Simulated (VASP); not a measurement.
# CsRb (Cmmm) in VASP: a series of runs

Runs on CsRb. Level: LDA. Tasks: single point.

All numbers are computed with VASP 6.6.1; they aren't measurements. Logs are shortened: lines on timing, memory, paths and dates and some standing lists are left out, and cuts for length are marked.

## (1) The cell of the first run

Symmetry: Cmmm, No. 65, orthorhombic system. The conventional cell has a = 6.076 Å, b = 8.506 Å, c = 8.642 Å, α = 90.00°, β = 90.00°, γ = 90.00°.

## (2) Single point, LDA (strain +0.000 along x and y, +0.030 along z)

INCAR reads:

```
SYSTEM = CsRb
PREC = Accurate
ENCUT = 520
EDIFF = 1E-7
ISMEAR = 0
SIGMA = 0.15
LREAL = .FALSE.
LASPH = .TRUE.
NELM = 100
ALGO = Normal
ISIF = 2
LWAVE = .FALSE.
LCHARG = .FALSE.
GGA = CA
NBANDS = 16
```

KPOINTS reads:

```
regular mesh
0
G
  10 10 6
  0 0 0
```

POSCAR reads:

```
CsRb
1.0
    3.0378637800     -4.2531526300      0.0000000000
    3.0378637800      4.2531526300      0.0000000000
    0.0000000000      0.0000000000      8.6416382206
Cs Rb
1 1
Direct
    0.0000000000      0.0000000000      0.0000000000
    0.5000000000      0.5000000000      0.5000000000
```

Potentials or basis: VASP PAW LDA potentials, release 64 (Cs_sv, Rb_sv).

Run with:

```console
$ cat potpaw_LDA.64/Cs_sv/POTCAR potpaw_LDA.64/Rb_sv/POTCAR > POTCAR
$ mpirun -np 1 vasp_std > vasp.out
```

OUTCAR:

```text
SYSTEM = CsRb
   PREC = Accurate
   ENCUT = 520
   EDIFF = 1E-7
   ISMEAR = 0
   LREAL = .FALSE.
   LASPH = .TRUE.
   NELM = 100
   ISIF = 2
   GGA = CA

 ion  position               nearest neighbor table
   1  0.000  0.000  0.000-
   2  0.500  0.500  0.500-

  LATTYP: Found a base centered orthorhombic cell.
 ALAT       =     6.0757275600
 B/A-ratio  =     1.4000471838
 C/A-ratio  =     1.4223215467

  Lattice vectors:

 A1 = (   3.0378637800,  -4.2531526300,   0.0000000000)
 A2 = (   3.0378637800,   4.2531526300,   0.0000000000)
 A3 = (   0.0000000000,   0.0000000000,   8.6416382206)

Analysis of symmetry for initial positions (statically):
=====================================================================
 Subroutine PRICEL returns:
 Original cell was already a primitive cell.

 Routine SETGRP: Setting up the symmetry group for a
 base centered orthorhombic supercell.

 Subroutine GETGRP returns: Found  8 space group operations
 (whereof  8 operations were pure point group operations)
 out of a pool of  8 trial point group operations.

The static configuration has the point symmetry D_2h.

Analysis of symmetry for dynamics (positions and initial velocities):
=====================================================================
 Subroutine PRICEL returns:
 Original cell was already a primitive cell.

 Routine SETGRP: Setting up the symmetry group for a
 base centered orthorhombic supercell.

 Subroutine GETGRP returns: Found  8 space group operations
 (whereof  8 operations were pure point group operations)
 out of a pool of  8 trial point group operations.

The dynamic configuration has the point symmetry D_2h.

 Subroutine INISYM returns: Found  8 space group operations
 (whereof  8 operations are pure point group operations),
 and found     1 'primitive' translations

----------------------------------------------------------------------------------------

                                     Primitive cell

  volume of cell :     223.3085

  direct lattice vectors                    reciprocal lattice vectors
     3.037863780 -4.253152630  0.000000000     0.164589342 -0.117559853  0.000000000
     3.037863780  4.253152630  0.000000000     0.164589342  0.117559853  0.000000000
     0.000000000  0.000000000  8.641638221     0.000000000  0.000000000  0.115718799

  length of vectors
     5.226655110  5.226655110  8.641638221     0.202262133  0.202262133  0.115718799

  position of ions in fractional coordinates (direct lattice)
     0.000000000  0.000000000  0.000000000
     0.500000000  0.500000000  0.500000000

  ion indices of the primitive-cell ions
   primitive index   ion index
                 1           1
                 2           2

----------------------------------------------------------------------------------------

 KPOINTS: regular mesh

Automatic generation of k-mesh.
 Grid dimensions read from file:
 generate k-points for:   10   10    6

 Generating k-lattice:

  Cartesian coordinates                     Fractional coordinates (reciprocal lattice)
     0.016458934 -0.011755985  0.000000000     0.100000000 -0.000000000  0.000000000
     0.016458934  0.011755985  0.000000000    -0.000000000  0.100000000  0.000000000
     0.000000000  0.000000000  0.019286467     0.000000000  0.000000000  0.166666667

  Length of vectors
     0.020226213  0.020226213  0.019286467

  Shift w.r.t. Gamma in fractional coordinates (k-lattice)
     0.000000000  0.000000000  0.000000000

 Subroutine IBZKPT returns following result:
 ===========================================

 Found    124 irreducible k-points:

 Following reciprocal coordinates:
            Coordinates               Weight
  0.000000  0.000000  0.000000      1.000000
  0.100000  0.000000  0.000000      4.000000
  0.200000  0.000000  0.000000      4.000000
  0.300000  0.000000  0.000000      4.000000
  0.400000 -0.000000  0.000000      4.000000
  0.500000  0.000000  0.000000      2.000000
[... 16 lines left out ...]
  0.300000  0.300000  0.000000      2.000000
  0.400000  0.300000  0.000000      4.000000
 [... further k-points ...]
   k-points           NKPTS =    124   k-points in BZ     NKDIM =    124   number of bands    NBANDS=     16
   number of dos      NEDOS =    301   number of ions     NIONS =      2
   total plane-waves  NPLWV = 102400
   dimension x,y,z NGX =    40 NGY =   40 NGZ =   64
   dimension x,y,z NGXF=    80 NGYF=   80 NGZF=  128
   ions per type =               1   1
   NGX,Y,Z   is equivalent  to a cutoff of  12.72, 12.72, 12.31 a.u.
   NGXF,Y,Z  is equivalent  to a cutoff of  25.45, 25.45, 24.62 a.u.
 SYSTEM =  CsRb
   PREC   = accura    normal or accurate (medium, high low for compatibility)
   ISTART =      0    job   : 0-new  1-cont  2-samecut
   ICHARG =      2    charge: 1-file 2-atom 10-const
   ISPIN  =      1    spin polarized calculation?
   LNONCOLLINEAR =      F non collinear calculations
   LSORBIT =      F    spin-orbit coupling
   LASPH  =      T    aspherical Exc in radial PAW
   ENCUT  =  520.0 eV  38.22 Ry    6.18 a.u.   9.72  9.72 16.07*2*pi/ulx,y,z
   NELM   =    100;   NELMIN=  2; NELMDL= -5     # of ELM steps
   EDIFF  = 0.1E-06   stopping-criterion for ELM
   LREAL  =      F    real-space projection
   EDIFFG = 0.1E-05   stopping-criterion for IOM
   NSW    =      0    number of steps for IOM
   IBRION =     -1    ionic relax: 0-MD 1-quasi-New 2-CG
   NFREE  =      0    steps in history (QN), initial steepest desc. (CG)
   ISIF   =      2    stress and relaxation
   ISYM   =      2    0-nonsym 1-usesym 2-fastsym
   POTIM  = 0.5000    time-step for ionic-motion
   TEBEG  =    0.0;   TEEND  =   0.0 temperature during run
   PSTRESS=    0.0 pullay stress
   NELECT =      18.0000    total number of electrons
   NUPDOWN=      -1.0000    fix difference up-down
   EMIN   =  10.00;   EMAX   =-10.00  energy-range for DOS
   EFERMI =   0.00;   METHOD = LEGACY
   ISMEAR =     0;   SIGMA  =   0.15  broadening in eV -4-tet -1-fermi 0-gaus
   EFERMI_NEDOS =   21; number of points for ismear=-14 and -15
   IALGO  =     38    algorithm
   IMIX   =      4    mixing-type and parameters
     AMIX     =   0.40;   BMIX     =  1.00
     AMIX_MAG =   1.60;   BMIX_MAG =  1.00
  volume/ion in A,a.u.               =     111.65       753.48
  Fermi-wavevector in a.u.,A,eV,Ry     =   0.707181  1.336378  6.804340  0.500105
  Thomas-Fermi vector in A             =   1.793161
   LORBIT       =      0    0 simple, 1 ext, 2 COOP (PROOUT), +10 PAW based schemes
   GGA     = CA    functional components
   LHFCALC =     F    Hartree Fock is set to
   AEXX    =    0.0000 exact exchange contribution
   IVDW    =     0    specifies the selected vdW correction
   LEPSILON=     F    determine dielectric tensor
   LRPA    =     F    only Hartree local field effects (RPA)
 non-spin polarized calculation
 Gauss-broadening in eV      SIGMA  =   0.15
  energy-cutoff  :      520.00
  volume of cell :      223.31
 maximum number of plane-waves:      6045
   NGX = 19   NGY = 19   NGZ = 33

 number of electron      18.0000000 magnetization

 Free energy of the ion-electron system (eV)
  ---------------------------------------------------
  ext. energy  EPLUGINS =         0.00000000
  ---------------------------------------------------
  free energy    TOTEN  =        -1.96627571 eV

  energy without entropy =       -1.93803604  energy(sigma->0) =       -1.95215588

 E-fermi :  -0.1174     XC(G=0):  -5.4018

 val. band max:       -0.1180409350   @ k =   0.1000   0.1000   0.1667
 cond. band min:      -0.1169378471   @ k =   0.5000   0.1000   0.3333
 fundamental gap:      0.0011030879
 Fermi energy:        -0.1174140944

 k-point     1 :       0.0000    0.0000    0.0000
  band No.  band energies     occupation
      1     -28.9869      2.00000
      2     -23.9739      2.00000
      3     -13.1336      2.00000
      4     -13.1113      2.00000
      5     -13.0982      2.00000
      6     -10.7702      2.00000
[... 8 lines left out ...]
     15       2.9610      0.00000
     16       3.1205      0.00000

 k-point     2 :       0.1000    0.0000    0.0000
  band No.  band energies     occupation
      1     -28.9868      2.00000
      2     -23.9735      2.00000
      3     -13.1331      2.00000
      4     -13.1130      2.00000
      5     -13.1000      2.00000
      6     -10.7690      2.00000
[... 8 lines left out ...]
     15       2.8960      0.00000
     16       3.0654      0.00000

 k-point     3 :       0.2000    0.0000    0.0000
  band No.  band energies     occupation
      1     -28.9866      2.00000
      2     -23.9725      2.00000
      3     -13.1320      2.00000
      4     -13.1195      2.00000
      5     -13.1028      2.00000
      6     -10.7658      2.00000
[... 8 lines left out ...]
     15       2.9004      0.00000
     16       3.1541      0.00000

 k-point     4 :       0.3000    0.0000    0.0000
  band No.  band energies     occupation
      1     -28.9863      2.00000
      2     -23.9712      2.00000
      3     -13.1307      2.00000
      4     -13.1296      2.00000
      5     -13.1042      2.00000
      6     -10.7974      2.00000
[... 8 lines left out ...]
     15       3.1288      0.00000
     16       3.1349      0.00000
[... 324 lines left out ...]
 k-point    22 :      -0.2000    0.2000    0.0000
  band No.  band energies     occupation
      1     -28.9863      2.00000
      2     -23.9713      2.00000
      3     -13.1311      2.00000
      4     -13.1178      2.00000
      5     -13.1133      2.00000
      6     -10.7623      2.00000
[... 8 lines left out ...]
     15       2.4941      0.00000
     16       3.2310      0.00000

 k-point    23 :       0.3000    0.3000    0.0000
  band No.  band energies     occupation
      1     -28.9858      2.00000
      2     -23.9686      2.00000
      3     -13.1295      2.00000
      4     -13.1282      2.00000
      5     -13.1262      2.00000
      6     -10.7984      2.00000
[... 8 lines left out ...]
     15       2.3984      0.00000
     16       2.5320      0.00000

 k-point    24 :       0.4000    0.3000    0.0000
  band No.  band energies     occupation
      1     -28.9856      2.00000
      2     -23.9678      2.00000
      3     -13.1355      2.00000
      4     -13.1275      2.00000
      5     -13.1265      2.00000
      6     -10.8224      2.00000
[... 8 lines left out ...]
     15       2.5440      0.00000
     16       2.6551      0.00000

 [... further k-points ...]

------------------------ aborting loop because EDIFF is reached ----------------------------------------

  FORCE on cell =-STRESS in cart. coord.  units (eV):
  Direction    XX          YY          ZZ          XY          YZ          ZX
  --------------------------------------------------------------------------------------
  -------------------------------------------------------------------------------------
  Total       -0.6608264     -0.6336067     -0.7231272      0.0000000      0.0000000      0.0000000
  in kB       -4.7412476     -4.5459537     -5.1882383      0.0000000      0.0000000      0.0000000
  external PRESSURE =      -4.8251465 kB  Pullay stress =       0.0000000 kB

 VOLUME and BASIS-vectors are now :
 -----------------------------------------------------------------------------
  energy-cutoff  :      520.00
  volume of cell :      223.31
      direct lattice vectors                 reciprocal lattice vectors
     3.037863780 -4.253152630  0.000000000     0.164589342 -0.117559853  0.000000000
     3.037863780  4.253152630  0.000000000     0.164589342  0.117559853  0.000000000
     0.000000000  0.000000000  8.641638221     0.000000000  0.000000000  0.115718799

 POSITION                                       TOTAL-FORCE (eV/Angst)
 -----------------------------------------------------------------------------------
      0.00000      0.00000      0.00000        -0.000000      0.000000      0.000000
      3.03786      0.00000      4.32082         0.000000      0.000000      0.000000
 -----------------------------------------------------------------------------------
    total drift:                                0.000000      0.000000     -0.000000

  FREE ENERGIE OF THE ION-ELECTRON SYSTEM (eV)
  ---------------------------------------------------
  free  energy   TOTEN  =        -1.9662757083 eV

  energy  without entropy=       -1.9380360443  energy(sigma->0) =       -1.95215588
```

Wall time 2.7 min (1 thread of Intel Xeon 6975P-C (Granite Rapids), shared host); peak memory 0.56 GiB.

Results:

```
Free energy            : -1.9663 eV
Pressure               : -0.5 GPa
Band gap on the k mesh : zero (band 9 reaches 0.64 eV, above the bottom of band 10 at -1.21 eV)
```

Caveat: the cell differs from its parent crystal (strain +0.000 along x and y, +0.030 along z); spin-orbit coupling is left out, which moves the levels of the heavy elements.

## (3) Single point, LDA (strain +0.030 along x and y, -0.030 along z)

INCAR reads:

```
SYSTEM = CsRb
  PREC = Accurate
  ENCUT = 520
  EDIFF = 1E-6
  ISMEAR = 0
  SIGMA = 0.15
  LREAL = .FALSE.
  LASPH = .TRUE.
  NELM = 100
  ALGO = Normal
  ISIF = 2
  LWAVE = .FALSE.
  LCHARG = .FALSE.
  GGA = CA
  NBANDS = 16
```

KPOINTS reads:

```
Automatic mesh
0
G
  10 10 6
  0 0 0
```

POSCAR reads:

```
CsRb
1.0
    3.1289996934     -4.3807472089      0.0000000000
    3.1289996934      4.3807472089      0.0000000000
    0.0000000000      0.0000000000      8.1382418194
Cs Rb
1 1
Direct
    0.0000000000      0.0000000000      0.0000000000
    0.5000000000      0.5000000000      0.5000000000
```

Potentials or basis: VASP PAW LDA potentials, release 64 (Cs_sv, Rb_sv).

Run with:

```console
$ cat potpaw_LDA.64/Cs_sv/POTCAR potpaw_LDA.64/Rb_sv/POTCAR > POTCAR
$ mpirun -np 1 vasp_std > vasp.out
```

It took 2.8 min on 1 thread of Intel Xeon 6975P-C (Granite Rapids), shared host; peak memory 0.56 GiB.

The run converged. Its results:

| Item | Value |
| --- | --- |
| Free energy | -1.9666 eV |
| Pressure | -0.5 GPa |
| Band gap on the k mesh | zero (band 9 reaches 0.62 eV, above the bottom of band 10 at -1.13 eV) |

Stress tensor (GPa, compression positive):
```
-0.45  0.00  0.00
 0.00 -0.54  0.00
 0.00  0.00 -0.44
```

Levels at points of the mesh, in eV from the Fermi level:
```csv
k point,band 7,band 8,band 9,band 10,band 11,band 12
"(0.00, 0.00, 0.00)",-10.61,-10.60,-1.71,0.29,1.06,1.75
"(0.50, 0.00, 0.00)",-10.64,-10.61,-0.10,-0.04,1.16,1.43
"(0.50, 0.50, 0.00)",-10.66,-10.63,0.03,0.76,0.96,1.04
"(0.00, 0.00, 0.50)",-10.61,-10.60,-1.01,-1.01,1.92,1.95
"(0.50, 0.00, 0.50)",-10.64,-10.61,-0.01,0.21,0.77,0.87
"(0.50, 0.50, 0.50)",-10.66,-10.63,0.58,0.65,0.92,1.10
```

Caveat: the cell differs from its parent crystal (strain +0.030 along x and y, -0.030 along z); spin-orbit coupling is left out, which moves the levels of the heavy elements.

## (4) Single point, LDA (strain -0.030 along x and y, -0.030 along z)

INCAR reads:

```
SYSTEM = CsRb
PREC = Accurate
ENCUT = 520
EDIFF = 1E-6
ISMEAR = 0
SIGMA = 0.15
LREAL = .FALSE.
LASPH = .TRUE.
NELM = 100
ALGO = Normal
ISIF = 2
LWAVE = .FALSE.
LCHARG = .FALSE.
GGA = CA
NBANDS = 16
```

KPOINTS reads:

```
regular mesh
0
G
  10 10 6
  0 0 0
```

POSCAR reads:

```
CsRb
1.0
    2.9467278666     -4.1255580511      0.0000000000
    2.9467278666      4.1255580511      0.0000000000
    0.0000000000      0.0000000000      8.1382418194
Cs Rb
1 1
Direct
    0.0000000000      0.0000000000      0.0000000000
    0.5000000000      0.5000000000      0.5000000000
```

Run with:

```console
$ cat potpaw_LDA.64/Cs_sv/POTCAR potpaw_LDA.64/Rb_sv/POTCAR > POTCAR
$ mpirun -np 1 vasp_std > vasp.out
```

It took 2.6 min on 1 thread of Intel Xeon 6975P-C (Granite Rapids), shared host; peak memory 0.52 GiB.

Results (log left out):

```
Free energy            : -2.0321 eV
Pressure               : -0.3 GPa
Band gap on the k mesh : zero (band 9 reaches 0.89 eV, above the bottom of band 10 at -0.98 eV)
```

Levels at points of the mesh, in eV from the Fermi level:
| k point | band 7 | band 8 | band 9 | band 10 | band 11 | band 12 |
| --- | --- | --- | --- | --- | --- | --- |
| (0.00, 0.00, 0.00) | -10.53 | -10.50 | -1.86 | 0.12 | 1.00 | 1.80 |
| (0.50, 0.00, 0.00) | -10.57 | -10.52 | -0.06 | 0.05 | 1.06 | 1.40 |
| (0.50, 0.50, 0.00) | -10.61 | -10.56 | 0.04 | 0.91 | 0.91 | 0.93 |
| (0.00, 0.00, 0.50) | -10.53 | -10.50 | -1.14 | -1.13 | 1.81 | 1.93 |
| (0.50, 0.00, 0.50) | -10.57 | -10.52 | -0.04 | 0.18 | 0.86 | 1.01 |
| (0.50, 0.50, 0.50) | -10.61 | -10.56 | 0.52 | 0.65 | 0.98 | 1.20 |

Caveat: the cell differs from its parent crystal (strain -0.030 along x and y, -0.030 along z); spin-orbit coupling is left out, which moves the levels of the heavy elements.

## (5) Overview

```tsv
cell	gap on the mesh (eV)	pressure (GPa)
a = 5.227, b = 5.227, c = 8.642 Å, angles 90.0, 90.0, 108.9°, 2 atoms	none	-0.5
a = 5.383, b = 5.383, c = 8.138 Å, angles 90.0, 90.0, 108.9°, 2 atoms	none	-0.5
a = 5.070, b = 5.070, c = 8.138 Å, angles 90.0, 90.0, 108.9°, 2 atoms	none	-0.3
```

Alike in all rows: task single point; level LDA; potentials or basis VASP PAW LDA potentials, release 64 (Cs_sv, Rb_sv); no spin polarisation; k mesh 10 × 10 × 6; cutoff (eV) 520; smearing gaussian 0.15 eV.

Caveats: spin-orbit coupling is left out, which moves the levels of the heavy elements.

Absolute energies hang on the potentials; compare differences alone.
